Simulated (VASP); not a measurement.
# Zr2AlN3 (P-3m1) in VASP: a series of runs, part 2 of 2

VASP 6.6.1. The steps go on from the part before.

### 5 Single point, PBE

File INCAR:

```
SYSTEM = Zr2AlN3
ALGO     = Normal         ! electronic algorithm
EDIFF    = 1E-7           ! SCF threshold, eV
ENCUT    = 520            ! plane-wave cutoff, eV
GGA      = PE             ! functional
ISIF     = 2              ! what is computed and relaxed
ISMEAR   = 0              ! smearing method
LASPH    = .TRUE.         ! aspherical terms in the spheres
LCHARG   = .FALSE.        ! write CHGCAR
LREAL    = .FALSE.        ! projectors in reciprocal space
LWAVE    = .FALSE.        ! write WAVECAR
NBANDS   = 30             ! bands
NELM     = 60             ! most SCF steps
PREC     = Accurate       ! precision mode
SIGMA    = 0.1            ! smearing width, eV
```

File KPOINTS:

```
k-points
0
G
  12 12 6
  0 0 0
```

File POSCAR:

```
Zr2AlN3
1.0
    3.1354357832      0.0000000000      0.0000000000
   -1.5677178916      2.7153670402      0.0000000000
    0.0000000000      0.0000000000      7.7811856374
Zr Al N
2 1 3
Direct
    0.6666666667      0.3333333333      0.3319782746
    0.3333333333      0.6666666667      0.6680217254
    0.0000000000      0.0000000000      0.0000000000
    0.3333333333      0.6666666667      0.1436945407
    0.0000000000      0.0000000000      0.5000000000
    0.6666666667      0.3333333333      0.8563054593
```

The run is started by

```console
$ cat potpaw_PBE.64/Zr_sv/POTCAR potpaw_PBE.64/Al/POTCAR potpaw_PBE.64/N/POTCAR > POTCAR
$ mpirun -np 1 vasp_std > vasp.out
```

Wall time 91 s (1 thread of Intel Xeon 6975P-C (Granite Rapids), shared host); peak memory 0.3 GiB.

Results (log left out):

- Free energy: -54.4239 eV
- Pressure: 0.1 GPa
- Largest force: 0.025 eV/Å
- Band gap on the k mesh: zero (bands 21 and 22 overlap by 1.48 eV)

Forces on the atoms (eV/Å):
```
Zr   0.000  0.000 -0.005
Zr   0.000  0.000  0.005
Al   0.000  0.000  0.000
N    0.000  0.000 -0.025
N    0.000  0.000  0.000
N    0.000  0.000  0.025
```

Levels at points of the mesh, in eV from the Fermi level:
```tsv
k point	band 17	band 18	band 19	band 20	band 21	band 22	band 23	band 24	band 25	band 26
(0.00, 0.00, 0.00)	-3.50	-2.31	-2.31	-2.11	-0.32	0.33	0.33	1.30	2.21	2.21
(0.50, 0.00, 0.00)	-3.71	-3.71	-3.39	-3.39	-2.80	0.88	3.59	3.82	3.90	4.58
(0.00, 0.00, 0.50)	-3.10	-3.10	-2.75	-2.75	0.04	0.46	0.46	1.73	2.09	2.09
(0.50, 0.00, 0.50)	-4.97	-4.42	-3.27	-2.79	-1.94	0.25	3.41	3.91	4.11	4.24
```

### 6 Relaxation of cell and atoms, PBE

File INCAR:

```
SYSTEM = Zr2AlN3
PREC = Accurate
ENCUT = 600
EDIFF = 1E-6
ISMEAR = 0
SIGMA = 0.1
LREAL = .FALSE.
LASPH = .TRUE.
NELM = 60
ALGO = Normal
ISIF = 3
LWAVE = .FALSE.
LCHARG = .FALSE.
GGA = PE
IBRION = 2
NSW = 100
EDIFFG = -0.01
```

File KPOINTS:

```
regular mesh
0
G
  12 12 6
  0 0 0
```

File POSCAR:

```
Zr2AlN3
1.0
    3.1367901993      0.0000000000      0.0000000000
   -1.5683950997      2.7165399990      0.0000000000
    0.0000000000      0.0000000000      7.7660564249
Zr Al N
2 1 3
Direct
    0.6666666667      0.3333333333      0.3320169793
    0.3333333333      0.6666666667      0.6679830207
    0.0000000000      0.0000000000      0.0000000000
    0.3333333333      0.6666666667      0.1439751422
    0.0000000000      0.0000000000      0.5000000000
    0.6666666667      0.3333333333      0.8560248578
```

Potentials or basis: VASP PAW PBE potentials, release 64 (Zr_sv, Al, N).

The run is started by

```console
$ cat potpaw_PBE.64/Zr_sv/POTCAR potpaw_PBE.64/Al/POTCAR potpaw_PBE.64/N/POTCAR > POTCAR
$ mpirun -np 1 vasp_std > vasp.out
```

OUTCAR:

```text
SYSTEM = Zr2AlN3
   PREC = Accurate
   ENCUT = 600
   EDIFF = 1E-6
   ISMEAR = 0
   LREAL = .FALSE.
   LASPH = .TRUE.
   NELM = 60
   ISIF = 3
   GGA = PE
   IBRION = 2
   NSW = 100
   EDIFFG = -0.01

 ion  position               nearest neighbor table
   1  0.667  0.333  0.332-   5 2.23   5 2.23   5 2.23   4 2.33   4 2.33   4 2.33   3 3.15   3 3.15
                             3 3.15   2 3.18   2 3.18   2 3.18
   2  0.333  0.667  0.668-   5 2.23   5 2.23   5 2.23   6 2.33   6 2.33   6 2.33   3 3.15   3 3.15
                             3 3.15   1 3.18   1 3.18   1 3.18
   3  0.000  0.000  0.000-   4 2.13   6 2.13   6 2.13   4 2.13   6 2.13   4 2.13   1 3.15   2 3.15
                             2 3.15   1 3.15   1 3.15   2 3.15
   4  0.333  0.667  0.144-   3 2.13   3 2.13   3 2.13   1 2.33   1 2.33   1 2.33
   5  0.000  0.000  0.500-   1 2.23   2 2.23   1 2.23   2 2.23   1 2.23   2 2.23
   6  0.667  0.333  0.856-   3 2.13   3 2.13   3 2.13   2 2.33   2 2.33   2 2.33
[... 522 lines left out ...]

  energy without entropy =      -54.42337582  energy(sigma->0) =      -54.42639181

 E-fermi :  11.5562     XC(G=0): -12.3316

 val. band max:       11.5485118801   @ k =   0.0000   0.0000   0.3333
 cond. band min:      11.5953376688   @ k =   0.0000   0.0000   0.5000
 fundamental gap:      0.0468257887
 Fermi energy:        11.5561570107

 k-point     1 :       0.0000    0.0000    0.0000
  band No.  band energies     occupation
      1     -37.9485      2.00000
      2     -37.8561      2.00000
      3     -16.6118      2.00000
      4     -15.8590      2.00000
      5     -15.5587      2.00000
      6     -15.5587      2.00000
[... 661 lines left out ...]
     24      12.9938      0.00000
     25      13.5575      0.00000

 [... further k-points ...]

------------------------ aborting loop because EDIFF is reached ----------------------------------------

  FORCE on cell =-STRESS in cart. coord.  units (eV):
  Direction    XX          YY          ZZ          XY          YZ          ZX
  --------------------------------------------------------------------------------------
  -------------------------------------------------------------------------------------
  Total       -0.0000211     -0.0000211     -0.0127505      0.0000000      0.0000000      0.0000000
  in kB       -0.0005094     -0.0005094     -0.3084185      0.0000000      0.0000000      0.0000000
  external PRESSURE =      -0.1031457 kB  Pullay stress =       0.0000000 kB
[... 21 lines left out ...]
  FREE ENERGIE OF THE ION-ELECTRON SYSTEM (eV)
  ---------------------------------------------------
  free  energy   TOTEN  =       -54.4294078101 eV

  energy  without entropy=      -54.4233758159  energy(sigma->0) =      -54.42639181

 reached required accuracy - stopping structural energy minimisation
```

Run time: 6.5 min. Hardware: 1 thread of Intel Xeon 6975P-C (Granite Rapids), shared host; peak memory 0.36 GiB.

Results:

* Free energy: -54.4294 eV
* Relaxed volume: 11.04 Å³/atom
* Relaxed cell: a = 3.135 Å, b = 3.135 Å, c = 7.781 Å, α = 90.00°, β = 90.00°, γ = 120.00°
* Space group after relaxing (to 0.1 Å): P-3m1 (No. 164)
* Energy gained by relaxing: 0.1 meV/atom
* Ionic steps: 9
* Pressure after relaxing: 0.0 GPa
* Largest force after relaxing: 0.007 eV/Å
* Band gap on the k mesh: zero (bands 21 and 22 overlap by 1.48 eV)

Forces in eV/Å, atoms in the order of the input:
```
Zr   0.000  0.000  0.004
Zr   0.000  0.000 -0.004
Al   0.000  0.000  0.000
N    0.000  0.000 -0.007
N    0.000  0.000  0.000
N    0.000  0.000  0.007
```

The path:
```
step  energy change (eV)  largest force (eV/Å)  pressure (GPa)  volume (Å³)
   1              0.0000                0.0679            0.30        66.18
   2             -0.0003                0.0227           -0.46        66.38
   3             -0.0005                0.0173           -0.22        66.31
   4             -0.0005                0.0160            0.10        66.21
   5             -0.0006                0.0154            0.04        66.24
   6             -0.0006                0.0151            0.01        66.24
   7             -0.0006                0.0156           -0.01        66.24
   8             -0.0006                0.0157            0.00        66.24
   9             -0.0006                0.0069           -0.01        66.24
```

Final structure:
```
Zr Al N
1.0
     3.13511    0.00000    0.00000
    -1.56756    2.71509    0.00000
     0.00000    0.00000    7.78148
Zr Al N
2 1 3
Cartesian
  1.5676 0.9050 2.5826
  0.0000 1.8101 5.1989
  1.5676 2.7151 0.0000
  0.0000 1.8101 1.1169
  3.1351 0.0000 3.8907
  1.5676 0.9050 6.6645
```

Levels at points of the mesh, in eV from the Fermi level:
```tsv
k point	band 19	band 20	band 21	band 22	band 23	band 24
(0.00, 0.00, 0.00)	-2.31	-2.11	-0.32	0.33	0.33	1.30
(0.50, 0.00, 0.00)	-3.39	-3.39	-2.80	0.87	3.59	3.82
(0.00, 0.00, 0.50)	-2.75	-2.75	0.04	0.47	0.47	1.72
(0.50, 0.00, 0.50)	-3.27	-2.79	-1.94	0.25	3.42	3.92
```

### 7 Summary

```csv
task,cell,k mesh,cutoff (eV),gap on the mesh (eV),pressure (GPa),relaxed volume (Å³/atom),largest force (eV/Å)
single point,"a = 3.137, b = 3.137, c = 7.766 Å, angles 90.0, 90.0, 120.0°, 6 atoms, atomic positions A",6 × 6 × 2,520,none,0.2,-,0.03
single point,"a = 3.358, b = 3.358, c = 8.225 Å, angles 90.0, 90.0, 120.0°, 6 atoms, atomic positions B",6 × 6 × 2,520,none,-27.5,-,1.44
relaxation of cell and atoms,"relaxed from a = 3.358, b = 3.358, c = 8.225 Å, angles 90.0, 90.0, 120.0°, 6 atoms, atomic positions B",6 × 6 × 2,600,none,-0.1,11.03,0.02
single point,"a = 3.135, b = 3.135, c = 7.781 Å, angles 90.0, 90.0, 120.0°, 6 atoms, atomic positions C",12 × 12 × 6,520,none,0.1,-,0.03
relaxation of cell and atoms,"relaxed from a = 3.137, b = 3.137, c = 7.766 Å, angles 90.0, 90.0, 120.0°, 6 atoms, atomic positions A",12 × 12 × 6,600,none,0.0,11.04,0.01
```

Alike in all rows: level PBE; potentials or basis VASP PAW PBE potentials, release 64 (Zr_sv, Al, N); no spin polarisation; smearing gaussian 0.1 eV.

Caveats: some runs use coarse meshes; forces of over 1 eV/Å act on the atoms, so gaps and moduli don't describe the material at rest (at least some runs); the volume moved by over 15 % at a fixed basis, so the end points are rough (at least some runs).

Total energies depend on the potentials used, so only differences within one code and one set of settings carry meaning.

The gap in the log of VASP goes by the Fermi energy; the results here count the filled bands.